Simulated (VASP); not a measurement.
Set up this calculation in VASP 6.6.1, as the native input.

```yaml
Task: single point
Functional: PBE
Potentials_or_basis: VASP PAW PBE potentials, release 64 (Se)
Cutoff: 520 eV
k_mesh: 20 × 20 × 14
Occupations: gaussian, width 0.1 eV
Spin: no spin polarisation
Dipole_correction: no
Further_INCAR_settings: ALGO = Normal; EDIFF = 1e-06; NBANDS = 9
```

The structure of Se lies in POSCAR:

```
Se
1.0
    2.6349659243      0.0000000000      0.0000000000
    0.0000000000      2.6349659243      0.0000000000
    0.0000000000      0.0000000000      4.3548741541
Se
1
Direct
    0.5000000000      0.5000000000      0.0000000000
```

One way to write it, as run:

INCAR

```
ALGO = Normal ; EDIFF = 1E-6
ENCUT = 520 ; GGA = PE
ISIF = 2 ; ISMEAR = 0
LASPH = T ; LCHARG = F
LREAL = F ; LWAVE = F
NBANDS = 9 ; NELM = 100
PREC = Accurate ; SIGMA = 0.1
```

KPOINTS

```
k-points
0
Gamma
  20 20 14
```

Potentials or basis: VASP PAW PBE potentials, release 64 (Se).

The run is started by

```sh
$ cat potpaw_PBE.64/Se/POTCAR > POTCAR
$ mpirun -np 1 vasp_std > vasp.out
```

It gave:

- Pressure: 0.0 GPa
- Band gap on the k mesh: zero (band 3 reaches 5.60 eV, above the bottom of band 4 at 0.32 eV)

Run time: 39 s on 1 thread of AMD EPYC 9R45 96-Core Processor (Zen 5) (shared host), peak memory 0.22 GiB.
